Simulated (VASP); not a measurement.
# Sb in VASP: single point with revPBE+D3(BJ)

Aim: the single point of Sb with revPBE+D3(BJ).

All numbers are computed with VASP 6.6.1; they aren't measurements. Logs are shortened: lines on timing, memory, paths and dates and some standing lists are left out, and cuts for length are marked.

## 1. The cell of the first run

The cell holds a sheet with vacuum, 2 atoms: a = 4.059 Å, b = 4.059 Å, c = 27.100 Å, α = 90.00°, β = 90.00°, γ = 120.00°.

## 2. Single point, revPBE+D3(BJ)

The input, INCAR:

```
PREC = Accurate
ENCUT = 400
EDIFF = 1E-6
ISMEAR = 0
SIGMA = 0.03
LREAL = False
LASPH = True
NELM = 120
ALGO = Normal
ISIF = 2
LWAVE = False
LCHARG = True
LDIPOL = True
IDIPOL = 3
DIPOL = 0.5 0.5 0.289
GGA = RE
IVDW = 12
LELF = True
LVHAR = True
LVACPOTAV = True
NBANDS = 12
GGA_COMPAT = False
NELMDL = -8
```

The input, KPOINTS:

```
regular mesh
0
Gamma
  12 12 1
```

The input, POSCAR:

```
Sb
1.0
    4.0587742759      0.0000000000      0.0000000000
   -2.0293871379      3.5150016312      0.0000000000
    0.0000000000      0.0000000000     27.1000000030
Sb
2
Direct
    0.3333333333      0.6666666667      0.2580857519
    0.6666666667      0.3333333333      0.3194050230
```

Potentials or basis: VASP PAW PBE potentials, release 64 (Sb).

Command:

```sh
cat potpaw_PBE.64/Sb/POTCAR > POTCAR
mpirun -np 1 vasp_std > vasp.out
```

OUTCAR:

```text
PREC = Accurate
   ENCUT = 400
   EDIFF = 1E-6
   ISMEAR = 0
   LREAL = False
   LASPH = True
   NELM = 120
   ISIF = 2
   GGA = RE
   IVDW = 12
   NELMDL = -8
 IVDW          = 12

 ion  position               nearest neighbor table
   1  0.333  0.667  0.258-   2 2.87   2 2.87   2 2.87
   2  0.667  0.333  0.319-   1 2.87   1 2.87   1 2.87

  LATTYP: Found a hexagonal cell.
 ALAT       =     4.0587742759
 C/A-ratio  =     6.6768926185

  Lattice vectors:

 A1 = (   4.0587742759,   0.0000000000,   0.0000000000)
 A2 = (  -2.0293871379,   3.5150016312,   0.0000000000)
 A3 = (   0.0000000000,   0.0000000000,  27.1000000030)

Analysis of symmetry for initial positions (statically):
=====================================================================
 Subroutine PRICEL returns:
 Original cell was already a primitive cell.

 Routine SETGRP: Setting up the symmetry group for a
 hexagonal supercell.

 Subroutine GETGRP returns: Found 12 space group operations
 (whereof  6 operations were pure point group operations)
 out of a pool of 24 trial point group operations.

The static configuration has the point symmetry C_3v.
 The point group associated with its full space group is D_3d.

Analysis of symmetry for dynamics (positions and initial velocities):
=====================================================================
 Subroutine PRICEL returns:
 Original cell was already a primitive cell.

 Routine SETGRP: Setting up the symmetry group for a
 hexagonal supercell.

 Subroutine GETGRP returns: Found 12 space group operations
 (whereof  6 operations were pure point group operations)
 out of a pool of 24 trial point group operations.

The dynamic configuration has the point symmetry C_3v.
 The point group associated with its full space group is D_3d.

 Subroutine INISYM returns: Found 12 space group operations
 (whereof  6 operations are pure point group operations),
 and found     1 'primitive' translations

----------------------------------------------------------------------------------------

                                     Primitive cell

  volume of cell :     386.6248

  direct lattice vectors                    reciprocal lattice vectors
     4.058774276  0.000000000  0.000000000     0.246379801  0.142247445  0.000000000
    -2.029387138  3.515001631  0.000000000     0.000000000  0.284494889  0.000000000
     0.000000000  0.000000000 27.100000003     0.000000000  0.000000000  0.036900369

  length of vectors
     4.058774276  4.058774276 27.100000003     0.284494889  0.284494889  0.036900369

  position of ions in fractional coordinates (direct lattice)
     0.333333333  0.666666667  0.258085752
     0.666666667  0.333333333  0.319405023

  ion indices of the primitive-cell ions
   primitive index   ion index
                 1           1
                 2           2

----------------------------------------------------------------------------------------

 KPOINTS: regular mesh

Automatic generation of k-mesh.
 Grid dimensions read from file:
 generate k-points for:   12   12    1

 Generating k-lattice:

  Cartesian coordinates                     Fractional coordinates (reciprocal lattice)
     0.020531650  0.011853954  0.000000000     0.083333333  0.000000000  0.000000000
     0.000000000  0.023707907  0.000000000     0.000000000  0.083333333  0.000000000
     0.000000000  0.000000000  0.036900369     0.000000000  0.000000000  1.000000000

  Length of vectors
     0.023707907  0.023707907  0.036900369

  Shift w.r.t. Gamma in fractional coordinates (k-lattice)
     0.000000000  0.000000000  0.000000000

 Subroutine IBZKPT returns following result:
 ===========================================

 Found     19 irreducible k-points:

 Following reciprocal coordinates:
            Coordinates               Weight
  0.000000  0.000000  0.000000      1.000000
  0.083333 -0.000000  0.000000      6.000000
  0.166667 -0.000000  0.000000      6.000000
  0.250000  0.000000  0.000000      6.000000
  0.333333 -0.000000  0.000000      6.000000
  0.416667 -0.000000  0.000000      6.000000
[... 11 lines left out ...]
  0.333333  0.250000  0.000000     12.000000
  0.333333  0.333333  0.000000      2.000000
   k-points           NKPTS =     19   k-points in BZ     NKDIM =     19   number of bands    NBANDS=     12
   number of dos      NEDOS =    301   number of ions     NIONS =      2
   total plane-waves  NPLWV = 141120
   dimension x,y,z NGX =    28 NGY =   28 NGZ =  180
   dimension x,y,z NGXF=    56 NGYF=   56 NGZF=  360
   ions per type =               2
   NGX,Y,Z   is equivalent  to a cutoff of  11.47, 11.47, 11.04 a.u.
   NGXF,Y,Z  is equivalent  to a cutoff of  22.94, 22.94, 22.08 a.u.
 SYSTEM =  unknown system
   PREC   = accura    normal or accurate (medium, high low for compatibility)
   ISTART =      0    job   : 0-new  1-cont  2-samecut
   ICHARG =      2    charge: 1-file 2-atom 10-const
   ISPIN  =      1    spin polarized calculation?
   LNONCOLLINEAR =      F non collinear calculations
   LSORBIT =      F    spin-orbit coupling
   LASPH  =      T    aspherical Exc in radial PAW
   ENCUT  =  400.0 eV  29.40 Ry    5.42 a.u.   6.62  6.62 44.19*2*pi/ulx,y,z
   NELM   =    120;   NELMIN=  2; NELMDL= -8     # of ELM steps
   EDIFF  = 0.1E-05   stopping-criterion for ELM
   LREAL  =      F    real-space projection
   EDIFFG = 0.1E-04   stopping-criterion for IOM
   NSW    =      0    number of steps for IOM
   IBRION =     -1    ionic relax: 0-MD 1-quasi-New 2-CG
   NFREE  =      0    steps in history (QN), initial steepest desc. (CG)
   ISIF   =      2    stress and relaxation
   ISYM   =      2    0-nonsym 1-usesym 2-fastsym
   POTIM  = 0.5000    time-step for ionic-motion
   TEBEG  =    0.0;   TEEND  =   0.0 temperature during run
   PSTRESS=    0.0 pullay stress
   NELECT =      10.0000    total number of electrons
   NUPDOWN=      -1.0000    fix difference up-down
   EMIN   =  10.00;   EMAX   =-10.00  energy-range for DOS
   EFERMI =   0.00;   METHOD = LEGACY
   ISMEAR =     0;   SIGMA  =   0.03  broadening in eV -4-tet -1-fermi 0-gaus
   EFERMI_NEDOS =   21; number of points for ismear=-14 and -15
   IALGO  =     38    algorithm
   IMIX   =      4    mixing-type and parameters
     AMIX     =   0.40;   BMIX     =  1.00
     AMIX_MAG =   1.60;   BMIX_MAG =  1.00
  volume/ion in A,a.u.               =     193.31      1304.54
  Fermi-wavevector in a.u.,A,eV,Ry     =   0.484148  0.914907  3.189198  0.234399
  Thomas-Fermi vector in A             =   1.483690
   LORBIT       =      0    0 simple, 1 ext, 2 COOP (PROOUT), +10 PAW based schemes
   GGA     = RE    functional components
   LHFCALC =     F    Hartree Fock is set to
   AEXX    =    0.0000 exact exchange contribution
   IVDW    =    12    specifies the selected vdW correction
   LEPSILON=     F    determine dielectric tensor
   LRPA    =     F    only Hartree local field effects (RPA)
 non-spin polarized calculation
 Gauss-broadening in eV      SIGMA  =   0.03
  energy-cutoff  :      400.00
  volume of cell :      386.62
 maximum number of plane-waves:      7097
 NGX is ok and might be reduce to    28
   NGX = 13   NGY = 13   NGZ = 89

 dipolmoment           0.000000      0.000000      0.000000 electrons x Angstroem

 number of electron      10.0000000 magnetization

 dipolmoment           0.000000      0.000000     -0.000000 electrons x Angstroem

 Free energy of the ion-electron system (eV)
  ---------------------------------------------------
  ext. energy  EPLUGINS =         0.00000000
  ---------------------------------------------------
  free energy    TOTEN  =        -7.61944656 eV

  energy without entropy =       -7.61944656  energy(sigma->0) =       -7.61944656

 E-fermi :  -2.6842     XC(G=0):  -2.0143

 val. band max:       -2.8095331509   @ k =   0.0000   0.0000   0.0000
 cond. band min:      -1.6319473784   @ k =   0.3333  -0.0000   0.0000
 fundamental gap:      1.1775857725
 Fermi energy:        -2.6842241385

 k-point     1 :       0.0000    0.0000    0.0000
  band No.  band energies     occupation
      1     -14.3333      2.00000
      2      -9.2939      2.00000
      3      -3.6464      2.00000
      4      -2.8095      2.00000
      5      -2.8095      2.00000
      6      -1.1170      0.00000
      7      -0.0285      0.00000
      8      -0.0285      0.00000
      9       1.2264      0.00000
     10       1.4575      0.00000
     11       1.9313      0.00000
     12       2.2292      0.00000

 k-point     2 :       0.0833   -0.0000    0.0000
  band No.  band energies     occupation
      1     -14.2565      2.00000
      2      -9.2829      2.00000
      3      -3.6103      2.00000
      4      -3.5607      2.00000
      5      -2.9902      2.00000
      6      -0.6609      0.00000
      7      -0.0951      0.00000
      8       0.1401      0.00000
      9       1.3378      0.00000
     10       1.5444      0.00000
     11       2.0153      0.00000
     12       2.3169      0.00000

 k-point     3 :       0.1667   -0.0000    0.0000
  band No.  band energies     occupation
      1     -14.0287      2.00000
      2      -9.2838      2.00000
      3      -4.6933      2.00000
      4      -3.5320      2.00000
      5      -3.3884      2.00000
      6      -1.0574      0.00000
      7       0.4574      0.00000
      8       0.5156      0.00000
      9       1.6020      0.00000
     10       1.8106      0.00000
     11       2.2625      0.00000
     12       2.5660      0.00000
[... 211 lines left out ...]
 k-point    18 :       0.3333    0.2500    0.0000
  band No.  band energies     occupation
      1     -11.9222      2.00000
      2     -10.9227      2.00000
      3      -6.3420      2.00000
      4      -5.1455      2.00000
      5      -4.4342      2.00000
      6      -1.2873      0.00000
      7       0.2845      0.00000
      8       0.8139      0.00000
      9       3.4419      0.00000
     10       3.9572      0.00000
     11       4.1296      0.00000
     12       4.6153      0.00000

 k-point    19 :       0.3333    0.3333    0.0000
  band No.  band energies     occupation
      1     -11.4090      2.00000
      2     -11.4090      2.00000
      3      -6.5200      2.00000
      4      -4.7820      2.00000
      5      -4.7820      2.00000
      6      -1.4957      0.00000
      7       0.6709      0.00000
      8       0.6709      0.00000
      9       3.7394      0.00000
     10       4.5410      0.00000
     11       4.5410      0.00000
     12       4.9812      0.00000

------------------------ aborting loop because EDIFF is reached ----------------------------------------

 Edisp (eV)   -0.92195

 E8    (eV) :    -0.6876

  FORCE on cell =-STRESS in cart. coord.  units (eV):
  Direction    XX          YY          ZZ          XY          YZ          ZX
  --------------------------------------------------------------------------------------
  -------------------------------------------------------------------------------------
  Total       0.00253     0.00253     0.12051     0.00000     0.00000     0.00000
  in kB       0.01049     0.01049     0.49939     0.00000     0.00000     0.00000
  external pressure =        0.17 kB  Pullay stress =        0.00 kB

 VOLUME and BASIS-vectors are now :
 -----------------------------------------------------------------------------
  energy-cutoff  :      400.00
  volume of cell :      386.62
      direct lattice vectors                 reciprocal lattice vectors
     4.058774276  0.000000000  0.000000000     0.246379801  0.142247445  0.000000000
    -2.029387138  3.515001631  0.000000000     0.000000000  0.284494889  0.000000000
     0.000000000  0.000000000 27.100000003     0.000000000  0.000000000  0.036900369

 POSITION                                       TOTAL-FORCE (eV/Angst)
 -----------------------------------------------------------------------------------
     -0.00000      2.34333      6.99412         0.000000      0.000000     -0.076188
      2.02939      1.17167      8.65588        -0.000000     -0.000000      0.076188
 -----------------------------------------------------------------------------------
    total drift:                               -0.000000     -0.000000     -0.000001

  FREE ENERGIE OF THE ION-ELECTRON SYSTEM (eV)
  ---------------------------------------------------
  free  energy   TOTEN  =        -8.5414012965 eV

  energy  without entropy=       -8.5414012965  energy(sigma->0) =       -8.54140130

 vacuum level on the upper side and lower side of the slab         1.776         1.776
```

Wall time 57 s (1 thread of Intel Xeon 6975P-C (Granite Rapids), shared host); peak memory 0.34 GiB.

Results:

```
Free energy                : -8.5414 eV
Largest force              : 0.076 eV/Å
Band gap on the k mesh     : 1.18 eV, indirect (least direct gap 1.69 eV)
Dispersion energy per atom : -0.461 eV
```

Forces in eV/Å, atoms in the order of the input:
```
Sb   0.000  0.000 -0.076
Sb   0.000  0.000  0.076
```

Caveat: the PAW data sets were made with another functional, which shifts forces and pressure a little; spin-orbit coupling is left out, which moves the levels of the heavy elements.
